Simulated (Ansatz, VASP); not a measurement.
## BN: VASP beside Ansatz

INCAR

```
SYSTEM = BN
PREC = Accurate ; ENCUT = 600
EDIFF = 1E-7 ; ISMEAR = -1
SIGMA = 0.05 ; LREAL = .False.
LASPH = .True. ; NELM = 100
ALGO = Normal ; ISIF = 3
LWAVE = .False. ; LCHARG = .False.
GGA = RP ; IBRION = 2
NSW = 60 ; EDIFFG = -0.01
```

Contents of KPOINTS:

```
regular mesh
0
Gamma
  13 13 13
  0 0 0
```

File POSCAR:

```
BN
1.0
    0.0000000000      1.8130010000      1.8130010000
    1.8130010000      0.0000000000      1.8130010000
    1.8130010000      1.8130010000      0.0000000000
N B
1 1
Direct
    0.2500000000      0.2500000000      0.2500000000
    0.0000000000      0.0000000000      0.0000000000
```

File input.yaml:

```yaml
crystal:
  lattice:
    - [0.0, 1.813001, 1.813001]
    - [1.813001, 0.0, 1.813001]
    - [1.813001, 1.813001, 0.0]
  atoms:
    - { symbol: "N", position: [0.25, 0.25, 0.25] }
    - { symbol: B, position: [0.0, 0.0, 0.0] }
hamiltonian:
  xc: rpbe
  pseudopotentials: { kind: paw }
kpoints:
  mp_grid: { grid: [13, 13, 13] }
scf:
  occupations: { method: fermi_dirac, width: 0.05 }
output:
  forces: true
  stress: true
  eigenvalues: true
  write_density: true
  write_potential: true
  elf: true
  volumetric_format: npy
relax:
  f_tol: 0.01
  max_steps: 40
  cell: { stress_tol: 0.05 }
```

Alike in both runs: task relaxation of cell and atoms; functional RPBE; k mesh 13 × 13 × 13; occupations fermi-dirac, width 0.05 eV; no spin polarisation.

```csv
,VASP,Ansatz
version,VASP 6.6.1,Ansatz 0.2.0
potentials or method,"VASP PAW PBE potentials, release 64 (N, B)",Ansatz PAW
plane-wave cutoff (eV),600,420
valence electrons in the cell,8,8
```

|  | VASP | Ansatz | Ansatz less VASP |
| --- | --- | --- | --- |
| gap on the k mesh at the Fermi level, each at its own relaxed structure (eV) | 4.54 | 4.55 | +0.016 |
| relaxed volume (Å³/atom) | 6.05 | 6.05 | 0.000 |
| relaxed cell length with the largest relative difference (Å) | 2.577 | 2.577 | 0.0000 |

VASP's potentials were made for PBE, not for RPBE.

Noted on Ansatz's run: odd divisions of the mesh miss points on the zone boundary, where band edges often lie, so the gap on the mesh can be too wide; the plane-wave basis is chosen anew once the cell has moved, so the energies of steps on either side of that aren't comparable.
